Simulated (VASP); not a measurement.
# NaF (Fm-3m) in VASP: notebook, part 3 of 3

VASP 6.6.1. Earlier steps stand in the parts before.

### Step 5. Electric field gradients, LDA (volume scaled by 1.02)

Contents of INCAR:

```
SYSTEM = NaF
ALGO     = Normal         ! electronic algorithm
EDIFF    = 1E-8           ! SCF threshold, eV
ENCUT    = 520            ! plane-wave cutoff, eV
ISIF     = 2              ! what is computed and relaxed
ISMEAR   = -1             ! smearing method
LASPH    = .TRUE.         ! aspherical terms in the spheres
LCHARG   = .FALSE.        ! write CHGCAR
LEFG     = .TRUE.       
LREAL    = .FALSE.        ! projectors in reciprocal space
LWAVE    = .FALSE.        ! write WAVECAR
NBANDS   = 14             ! bands
NELM     = 60             ! most SCF steps
PREC     = Accurate       ! precision mode
SIGMA    = 0.03           ! smearing width, eV
```

Contents of KPOINTS:

```
k-points
0
G
  10 10 10
  0 0 0
```

Contents of POSCAR:

```
NaF
1.0
    0.0000000000      2.3010331459      2.3010331459
    2.3010331459      0.0000000000      2.3010331459
    2.3010331459      2.3010331459      0.0000000000
Na F
1 1
Direct
    0.0000000000      0.0000000000      0.0000000000
    0.5000000000      0.5000000000      0.5000000000
```

Potentials or basis: VASP PAW LDA potentials, release 64 (Na_pv, F).

Command:

```
> cat potpaw_LDA.64/Na_pv/POTCAR potpaw_LDA.64/F/POTCAR > POTCAR
> mpirun -np 1 vasp_std > vasp.out
```

OUTCAR:

```text
SYSTEM = NaF
   EDIFF = 1E-8
   ENCUT = 520
   ISIF = 2
   ISMEAR = -1
   LASPH = .TRUE.
   LREAL = .FALSE.
   NELM = 60
   PREC = Accurate

 ion  position               nearest neighbor table
   1  0.000  0.000  0.000-   2 2.30   2 2.30   2 2.30   2 2.30   2 2.30   2 2.30
   2  0.500  0.500  0.500-   1 2.30   1 2.30   1 2.30   1 2.30   1 2.30   1 2.30

  LATTYP: Found a face centered cubic cell.
 ALAT       =     4.6020662918

  Lattice vectors:

 A1 = (   0.0000000000,   2.3010331459,   2.3010331459)
 A2 = (   2.3010331459,   0.0000000000,   2.3010331459)
 A3 = (   2.3010331459,   2.3010331459,   0.0000000000)

Analysis of symmetry for initial positions (statically):
=====================================================================
 Subroutine PRICEL returns:
 Original cell was already a primitive cell.

 Routine SETGRP: Setting up the symmetry group for a
 face centered cubic supercell.

 Subroutine GETGRP returns: Found 48 space group operations
 (whereof 48 operations were pure point group operations)
 out of a pool of 48 trial point group operations.

The static configuration has the point symmetry O_h .

Analysis of symmetry for dynamics (positions and initial velocities):
=====================================================================
 Subroutine PRICEL returns:
 Original cell was already a primitive cell.

 Routine SETGRP: Setting up the symmetry group for a
 face centered cubic supercell.

 Subroutine GETGRP returns: Found 48 space group operations
 (whereof 48 operations were pure point group operations)
 out of a pool of 48 trial point group operations.

The dynamic configuration has the point symmetry O_h .

 Subroutine INISYM returns: Found 48 space group operations
 (whereof 48 operations are pure point group operations),
 and found     1 'primitive' translations

----------------------------------------------------------------------------------------

                                     Primitive cell

  volume of cell :      24.3668

  direct lattice vectors                    reciprocal lattice vectors
     0.000000000  2.301033146  2.301033146    -0.217293697  0.217293697  0.217293697
     2.301033146  0.000000000  2.301033146     0.217293697 -0.217293697  0.217293697
     2.301033146  2.301033146  0.000000000     0.217293697  0.217293697 -0.217293697

  length of vectors
     3.254152282  3.254152282  3.254152282     0.376363724  0.376363724  0.376363724

  position of ions in fractional coordinates (direct lattice)
     0.000000000  0.000000000  0.000000000
     0.500000000  0.500000000  0.500000000

  ion indices of the primitive-cell ions
   primitive index   ion index
                 1           1
                 2           2

----------------------------------------------------------------------------------------

 KPOINTS: k-points

Automatic generation of k-mesh.
 Grid dimensions read from file:
 generate k-points for:   10   10   10
[... 75 lines left out ...]
   NELECT =      14.0000    total number of electrons
   NUPDOWN=      -1.0000    fix difference up-down
   EMIN   =  10.00;   EMAX   =-10.00  energy-range for DOS
   EFERMI =   0.00;   METHOD = LEGACY
   ISMEAR =    -1;   SIGMA  =   0.03  broadening in eV -4-tet -1-fermi 0-gaus
   EFERMI_NEDOS =   21; number of points for ismear=-14 and -15
   IALGO  =     38    algorithm
   IMIX   =      4    mixing-type and parameters
     AMIX     =   0.40;   BMIX     =  1.00
     AMIX_MAG =   1.60;   BMIX_MAG =  1.00
  volume/ion in A,a.u.               =      12.18        82.22
  Fermi-wavevector in a.u.,A,eV,Ry     =   1.360979  2.571877 25.201565  1.852263
  Thomas-Fermi vector in A             =   2.487594
   LORBIT       =      0    0 simple, 1 ext, 2 COOP (PROOUT), +10 PAW based schemes
   GGA     = CA    functional components
   LHFCALC =     F    Hartree Fock is set to
   AEXX    =    0.0000 exact exchange contribution
   IVDW    =     0    specifies the selected vdW correction
   LEPSILON=     F    determine dielectric tensor
   LRPA    =     F    only Hartree local field effects (RPA)
 non-spin polarized calculation
  energy-cutoff  :      520.00
  volume of cell :       24.37
 maximum number of plane-waves:       666
   NGX = 13   NGY = 13   NGZ = 13

 number of electron      13.9999987 magnetization

 Free energy of the ion-electron system (eV)
  ---------------------------------------------------
  ext. energy  EPLUGINS =         0.00000000
  ---------------------------------------------------
  free energy    TOTEN  =        -9.31707028 eV

  energy without entropy =       -9.31707028  energy(sigma->0) =       -9.31707028

 E-fermi :  -1.7990     XC(G=0): -10.0486

 val. band max:       -2.4206276486   @ k =   0.0000   0.0000   0.0000
 cond. band min:       3.6452221304   @ k =   0.0000   0.0000   0.0000
 fundamental gap:      6.0658497789
 Fermi energy:        -1.7990232100

 k-point     1 :       0.0000    0.0000    0.0000
  band No.  band energies     occupation
      1     -21.2178      2.00000
      2     -21.1217      2.00000
      3     -21.1217      2.00000
      4     -21.1217      2.00000
      5      -2.4206      2.00000
      6      -2.4206      2.00000
      7      -2.4206      2.00000
      8       3.6452      0.00000
      9      16.2567      0.00000
     10      16.2567      0.00000
     11      16.2567      0.00000
     12      19.1113      0.00000
     13      21.3635      0.00000
     14      21.3635      0.00000
[... 377 lines left out ...]
      1     -21.5937      2.00000
      2     -21.1763      2.00000
      3     -21.1673      2.00000
      4     -20.6039      2.00000
      5      -3.6824      2.00000
      6      -2.8293      2.00000
      7      -2.7687      2.00000
      8       7.9570      0.00000
      9      11.0554      0.00000
     10      14.1102      0.00000
     11      16.9908      0.00000
     12      17.0251      0.00000
     13      22.9644      0.00000
     14      24.0435      0.00000

 [... further k-points ...]
[... 5 lines left out ...]
  --------------------------------------------------------------------------------------
  -------------------------------------------------------------------------------------
  Total       -0.5342902     -0.5342902     -0.5342902      0.0000000      0.0000000      0.0000000
  in kB      -35.1308933    -35.1308933    -35.1308933      0.0000000      0.0000000      0.0000000
  external PRESSURE =     -35.1308933 kB  Pullay stress =       0.0000000 kB

 VOLUME and BASIS-vectors are now :
 -----------------------------------------------------------------------------
  energy-cutoff  :      520.00
  volume of cell :       24.37
      direct lattice vectors                 reciprocal lattice vectors
     0.000000000  2.301033146  2.301033146    -0.217293697  0.217293697  0.217293697
     2.301033146  0.000000000  2.301033146     0.217293697 -0.217293697  0.217293697
     2.301033146  2.301033146  0.000000000     0.217293697  0.217293697 -0.217293697

 POSITION                                       TOTAL-FORCE (eV/Angst)
 -----------------------------------------------------------------------------------
      0.00000      0.00000      0.00000         0.000000      0.000000      0.000000
      2.30103      2.30103      2.30103        -0.000000     -0.000000      0.000000
 -----------------------------------------------------------------------------------
    total drift:                                0.000000     -0.000000      0.000000

  FREE ENERGIE OF THE ION-ELECTRON SYSTEM (eV)
  ---------------------------------------------------
  free  energy   TOTEN  =        -9.3170702838 eV

  energy  without entropy=       -9.3170702837  energy(sigma->0) =       -9.31707028

 Electric field gradients (V/A^2)
---------------------------------------------------------------------
 ion       V_xx      V_yy      V_zz      V_xy      V_xz      V_yz
---------------------------------------------------------------------
   1      -0.000    -0.000     0.000     0.002     0.002     0.002
   2       0.000     0.000     0.000     0.008     0.008     0.008
---------------------------------------------------------------------

 Electric field gradients after diagonalization (V/A^2)
 (convention: |V_zz| > |V_xx| > |V_yy|)
----------------------------------------------------------------------
 ion       V_xx      V_yy      V_zz     asymmetry (V_yy - V_xx)/ V_zz
----------------------------------------------------------------------
   1      -0.002    -0.002     0.004       0.000
   2      -0.008    -0.008     0.016       0.000
----------------------------------------------------------------------

           NMR quadrupolar parameters

 Cq : quadrupolar parameter    Cq=e*Q*V_zz/h
 eta: asymmetry parameters     (V_yy - V_xx)/ V_zz
 Q  : nuclear electric quadrupole moment in mb (millibarn)
----------------------------------------------------------------------
 ion       Cq(MHz)       eta       Q (mb)
----------------------------------------------------------------------
   1       0.000       0.000       1.000
   2       0.000       0.000       1.000
----------------------------------------------------------------------
```

Wall time 5.8 s (1 thread of Intel Xeon Platinum 8488C (Sapphire Rapids), shared host); peak memory 0.12 GiB.

Results:

```yaml
Free_energy: -9.3171 eV
Pressure: -3.5 GPa
Band_gap_on_the_k_mesh: 6.07 eV, direct
```

Caveat: without QUAD_EFG the Cq values of the log hold for a quadrupole moment of 1 mb, not for the nuclei.

### Step 6. Electric field gradients, LDA (volume scaled by 1.04)

Edit INCAR of step 5 so:

```diff
@@ -12,3 +12,3 @@
 NBANDS   = 14             ! bands
-NELM     = 60             ! most SCF steps
+NELM     = 100            ! most SCF steps
 PREC     = Accurate       ! precision mode
```

KPOINTS is that of step 5.

Contents of POSCAR:

```
NaF
1.0
    0.0000000000      2.3159753383      2.3159753383
    2.3159753383      0.0000000000      2.3159753383
    2.3159753383      2.3159753383      0.0000000000
Na F
1 1
Direct
    0.0000000000      0.0000000000      0.0000000000
    0.5000000000      0.5000000000      0.5000000000
```

Potentials or basis: VASP PAW LDA potentials, release 64 (Na_pv, F).

Command:

```
> cat potpaw_LDA.64/Na_pv/POTCAR potpaw_LDA.64/F/POTCAR > POTCAR
> mpirun -np 1 vasp_std > vasp.out
```

OUTCAR:

```text
SYSTEM = NaF
   EDIFF = 1E-8
   ENCUT = 520
   ISIF = 2
   ISMEAR = -1
   LASPH = .TRUE.
   LREAL = .FALSE.
   NELM = 100
   PREC = Accurate

 ion  position               nearest neighbor table
   1  0.000  0.000  0.000-   2 2.32   2 2.32   2 2.32   2 2.32   2 2.32   2 2.32
   2  0.500  0.500  0.500-   1 2.32   1 2.32   1 2.32   1 2.32   1 2.32   1 2.32

  LATTYP: Found a face centered cubic cell.
 ALAT       =     4.6319506766

  Lattice vectors:

 A1 = (   0.0000000000,   2.3159753383,   2.3159753383)
 A2 = (   2.3159753383,   0.0000000000,   2.3159753383)
 A3 = (   2.3159753383,   2.3159753383,   0.0000000000)

Analysis of symmetry for initial positions (statically):
[... 619 lines left out ...]
  energy  without entropy=       -9.3061008948  energy(sigma->0) =       -9.30610089

 Electric field gradients (V/A^2)
---------------------------------------------------------------------
 ion       V_xx      V_yy      V_zz      V_xy      V_xz      V_yz
---------------------------------------------------------------------
   1      -0.000     0.000     0.000     0.002     0.002     0.002
   2      -0.000    -0.000    -0.000     0.008     0.008     0.008
---------------------------------------------------------------------

 Electric field gradients after diagonalization (V/A^2)
 (convention: |V_zz| > |V_xx| > |V_yy|)
----------------------------------------------------------------------
 ion       V_xx      V_yy      V_zz     asymmetry (V_yy - V_xx)/ V_zz
----------------------------------------------------------------------
   1      -0.002    -0.002     0.003       0.000
   2      -0.008    -0.008     0.016       0.000
----------------------------------------------------------------------

           NMR quadrupolar parameters

 Cq : quadrupolar parameter    Cq=e*Q*V_zz/h
 eta: asymmetry parameters     (V_yy - V_xx)/ V_zz
 Q  : nuclear electric quadrupole moment in mb (millibarn)
----------------------------------------------------------------------
 ion       Cq(MHz)       eta       Q (mb)
----------------------------------------------------------------------
   1       0.000       0.000       1.000
   2       0.000       0.000       1.000
----------------------------------------------------------------------
```

OSZICAR:

```text
N       E                     dE             d eps       ncg     rms          rms(c)
DAV:   1     0.105773101803E+03    0.10577E+03   -0.76896E+03  1328   0.120E+03
DAV:   2    -0.474897890834E+01   -0.11052E+03   -0.10220E+03  1436   0.330E+02
DAV:   3    -0.101161091833E+02   -0.53671E+01   -0.53569E+01  1628   0.675E+01
DAV:   4    -0.101556487104E+02   -0.39540E-01   -0.39537E-01  1472   0.629E+00
DAV:   5    -0.101560339933E+02   -0.38528E-03   -0.38528E-03  1652   0.615E-01    0.507E+00
DAV:   6    -0.935179202545E+01    0.80424E+00   -0.28357E+00  1568   0.149E+01    0.181E+00
DAV:   7    -0.932201434991E+01    0.29778E-01   -0.36347E-02  1364   0.198E+00    0.978E-01
DAV:   8    -0.930613251164E+01    0.15882E-01   -0.23547E-02  1464   0.328E+00    0.145E-01
DAV:   9    -0.930621221206E+01   -0.79700E-04   -0.23497E-03  1646   0.452E-01    0.107E-01
DAV:  10    -0.930610183212E+01    0.11038E-03   -0.56861E-04  1472   0.203E-01    0.731E-03
DAV:  11    -0.930610095783E+01    0.87428E-06   -0.14775E-05  1558   0.856E-02    0.255E-03
DAV:  12    -0.930610089922E+01    0.58614E-07   -0.12134E-06  1508   0.132E-02    0.965E-04
DAV:  13    -0.930610090299E+01   -0.37710E-08   -0.17615E-07  1556   0.365E-03    0.763E-04
DAV:  14    -0.930610089483E+01    0.81614E-08   -0.30891E-08  1172   0.175E-03
   1 F= -.93061009E+01 E0= -.93061009E+01  d E =-.211366E-11
```

It took 6.4 s on 1 thread of Intel Xeon Platinum 8488C (Sapphire Rapids), shared host; peak memory 0.12 GiB.

What came out:

- Free energy: -9.3061 eV
- Pressure: -4.3 GPa
- Band gap on the k mesh: 5.96 eV, direct

Levels at points of the mesh, in eV from the valence-band top:
```csv
k point,band 5,band 6,band 7,band 8,band 9,band 10
"(0.00, 0.00, 0.00)",0.00,0.00,0.00,5.96,18.54,18.54
"(0.50, 0.00, 0.00)",-1.67,-0.27,-0.27,10.39,12.11,19.68
"(0.50, 0.50, 0.00)",-1.33,-0.42,-0.42,12.76,12.84,13.25
```

Caveat: without QUAD_EFG the Cq values of the log hold for a quadrupole moment of 1 mb, not for the nuclei. A k mesh can miss the band edges.

### Step 7. Overview

```csv
cell,gap on the mesh (eV),pressure (GPa)
"a = 3.189 Å, angles 60.0°, 2 atoms",6.41,-0.3
"a = 3.211 Å, angles 60.0°, 2 atoms",6.29,-1.5
"a = 3.233 Å, angles 60.0°, 2 atoms",6.17,-2.6
"a = 3.254 Å, angles 60.0°, 2 atoms",6.07,-3.5
"a = 3.275 Å, angles 60.0°, 2 atoms",5.96,-4.3
```

Alike in all rows: task electric field gradients; level LDA; potentials or basis VASP PAW LDA potentials, release 64 (Na_pv, F); no spin polarisation; k mesh 10 × 10 × 10; cutoff (eV) 520; smearing fermi-dirac 0.03 eV.

Total energies depend on the potentials used, so only differences within one code and one set of settings carry meaning.
